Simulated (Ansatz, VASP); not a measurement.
## Two plane-wave programs on AlSb4P

The input POSCAR:

```
AlSb4P
1.0
    5.2073860000      0.0000000000      0.0000000000
    0.0000000000      3.4001320000      0.0000000000
    0.2484160000      0.0000000000      5.4704010000
Al P Sb
1 1 4
Direct
    0.0000000000      0.0000000000      0.0000000000
    0.5000000000      0.5000000000      0.5000000000
    0.6900000000      0.0000000000      0.3300000000
    0.3100000000      0.0000000000      0.6700000000
    0.7740000000      0.5000000000      0.8140000000
    0.2260000000      0.5000000000      0.1860000000
```

File INCAR.step1:

```
SYSTEM = AlSb4P
  ALGO = Normal
  EDIFF = 1E-5
  ENCUT = 520
  GGA = PE
  ISIF = 2
  ISMEAR = -1
  LASPH = .TRUE.
  LREAL = .FALSE.
  LWAVE = .TRUE.
  NBANDS = 23
  NELM = 80
  PREC = Accurate
  SIGMA = 0.1
```

File INCAR.step2:

```
SYSTEM = AlSb4P
  ALGO = Normal
  EDIFF = 1E-7
  ENCUT = 520
  GGA = PE
  HFSCREEN = 0.2079
  ISIF = 2
  ISMEAR = -1
  ISTART = 1
  LASPH = .TRUE.
  LCHARG = .TRUE.
  LELF = .TRUE.
  LHFCALC = .TRUE.
  LREAL = .FALSE.
  LVHAR = .TRUE.
  LWAVE = .FALSE.
  NBANDS = 23
  NELM = 80
  PREC = Accurate
  PRECFOCK = Fast
  SIGMA = 0.1
```

The input KPOINTS:

```
k-points
0
G
  2 4 2
  0 0 0
```

Input for Ansatz:

```yaml
crystal:
  lattice:
    - [5.207386, 0.0, 0.0]
    - [0.0, 3.400132, 0.0]
    - [0.248416, 0.0, 5.470401]
  atoms:
    - { symbol: Al, position: [0.0, 0.0, 0.0] }
    - { symbol: P, position: [0.5, 0.5, 0.5] }
    - { symbol: Sb, position: [0.69, 0.0, 0.33] }
    - { symbol: Sb, position: [0.31, 0.0, 0.67] }
    - { symbol: Sb, position: [0.774, 0.5, 0.814] }
    - { symbol: Sb, position: [0.226, 0.5, 0.186] }
  symmetry: { tolerance: 0.0003 }
kpoints:
  mp_grid: { grid: [2, 4, 2], shift: [0, 0, 0] }
magnetization:
  spin_polarized: false
scf:
  occupations: { method: fermi_dirac }
hamiltonian:
  pseudopotentials: { kind: paw }
  xc: hse06
basis:
  ecutwfc: 420
  fft_grid_basis: typed
output:
  forces: true
  stress: true
  eigenvalues: true
  bader: true
  populations: true
  elf: true
  write_potential: true
  volumetric_format: npy
  dos:
    e_range: [-12, 8]
    de: 0.05
    projected: { site_lists: { Al: [Al], P: [P], Sb: [Sb] } }
    method: { smearing: { sigma: 0.1, scheme: gaussian } }
```

Alike in both runs: task single point; functional HSE06; k mesh 2 × 4 × 2; no spin polarisation.

```csv
,VASP,Ansatz
version,VASP 6.6.1,Ansatz 0.2.0
potentials or method,"VASP PAW PBE potentials, release 64 (Al, P, Sb), cutoff 520 eV",PAW plane waves
occupations,"fermi-dirac, width 0.1 eV",fermi-dirac
valence electrons in the cell,28,68
```

```tsv
	VASP	Ansatz	Ansatz less VASP
rms of the force components (eV/Å)	3.308	3.233	-0.0752
```

Atom by atom the forces differ by 0.076 eV/Å (rms over components). VASP's potentials hold 28 valence electrons a cell and Ansatz's 68, so a difference there can come from the potentials and not from the codes. Ansatz's warnings: filled band counts differ across k points, stress exchange threshold loose, stress scf threshold loose.

The k mesh is coarse, so the values compare programs but aren't converged. Spin-orbit coupling is off throughout.
